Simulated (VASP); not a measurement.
Here is a VASP 6.6.1 calculation.

The input INCAR:

```
  PREC = Accurate
  ENCUT = 520
  EDIFF = 1E-7
  ISMEAR = -1
  SIGMA = 0.1
  LREAL = F
  LASPH = T
  NELM = 150
  ALGO = Normal
  ISIF = 2
  LWAVE = F
  LCHARG = F
  ISPIN = 2
  MAGMOM = 1.11 0.15
  LORBIT = 11
  NUPDOWN = 1.4
  LMAXMIX = 4
  GGA = CA
  NBANDS = 22
```

KPOINTS

```
regular mesh
0
Gamma
  11 11 7
```

POSCAR

```
VOs
1.0
    2.7634120100      0.0000000000      0.0000000000
   -1.3817060000      2.3931850000      0.0000000000
    0.0000000000      0.0000000000      4.2580210000
V Os
1 1
Direct
    0.6666666687      0.3333333278      0.0000000000
    0.0000000000      0.0000000000      0.5000000000
```

Potentials or basis: VASP PAW LDA potentials, release 64 (V_sv, Os).

Run with:

```sh
$ cat potpaw_LDA.64/V_sv/POTCAR potpaw_LDA.64/Os/POTCAR > POTCAR
$ mpirun -np 1 vasp_std > vasp.out
```

(1) Predict the pressure.

Results:

(1) -12.9 GPa.

Caveat: the total moment is fixed, so each spin has its own Fermi level.
